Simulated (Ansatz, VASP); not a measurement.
## B3C2 in VASP and in Ansatz

```
B C
1.0
     1.36200  -12.09774    0.00000
     1.36200   12.09774    0.00000
     0.00000    0.00000    2.43059
B C
6 4
Direct
  0.36811 0.63189 0.00000
  0.77281 0.22719 0.00000
  0.22719 0.77281 0.00000
  0.63189 0.36811 0.00000
  0.03662 0.96338 0.00000
  0.96338 0.03662 0.00000
  0.43374 0.56626 0.00000
  0.83598 0.16402 0.00000
  0.16402 0.83598 0.00000
  0.56626 0.43374 0.00000
```

Alike in both runs: functional PBE; k mesh 12 × 12 × 12; occupations gaussian, width 0.1 eV; no spin polarisation.

Ansatz relaxed the structure, and its values are those at the end. VASP's run is a single point on that final structure, the one shown.

|  | VASP | Ansatz |
| --- | --- | --- |
| version | VASP 6.6.1 | Ansatz 0.2.0 |
| potentials or method | VASP PAW PBE potentials, release 64 (B, C), cutoff 520 eV | scalar-relativistic, plane waves, PAW |
| valence electrons in the cell | 34 | 34 |

|  | VASP | Ansatz | Ansatz less VASP |
| --- | --- | --- | --- |
| gap on the k mesh at the Fermi level (eV) | none | none | - |
| pressure (GPa) | 0.1 | 0.0 | -0.14 |
| rms of the force components (eV/Å) | 0.006 | 0.001 | -0.0049 |

A gap of «none» marks a metal or a gap that the smearing closes.
